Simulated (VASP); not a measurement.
Input of a VASP 6.6.1 run:

The input INCAR:

```
SYSTEM = Sn
PREC = Accurate
ENCUT = 520
EDIFF = 1E-6
ISMEAR = -1
SIGMA = 0.05
LREAL = .False.
LASPH = .True.
NELM = 60
ALGO = Normal
ISIF = 2
LWAVE = .False.
LCHARG = .False.
GGA = PS
NBANDS = 13
```

KPOINTS

```
regular mesh
0
Gamma
  11 11 11
  0 0 0
```

POSCAR

```
Sn
1.0
   -1.7265390000      1.7755470000      2.3383420000
    1.7265390000     -1.7755470000      2.3383420000
    1.7265390000      1.7755470000     -2.3383420000
Sn
1
Direct
    0.0000000000      0.0000000000      0.0000000000
```

Potentials or basis: VASP PAW PBE potentials, release 64 (Sn_d).

The run is started by

```console
$ cat potpaw_PBE.64/Sn_d/POTCAR > POTCAR
$ mpirun -np 1 vasp_std > vasp.out
```

**Question.** Predict the band gap on the k mesh.

**Answer.** Zero (bands 7 and 8 overlap by 8.79 eV).

**Question.** Estimate the pressure.

**Answer.** -3.6 GPa.

Stress tensor (GPa, compression positive):
```
-3.02  0.00  0.00
 0.00 -4.65  0.00
 0.00  0.00 -3.28
```

Caveat: the cell stands under tension; the PAW data sets were made with another functional, which shifts forces and pressure a little; spin-orbit coupling is left out, which moves the levels of the heavy elements.
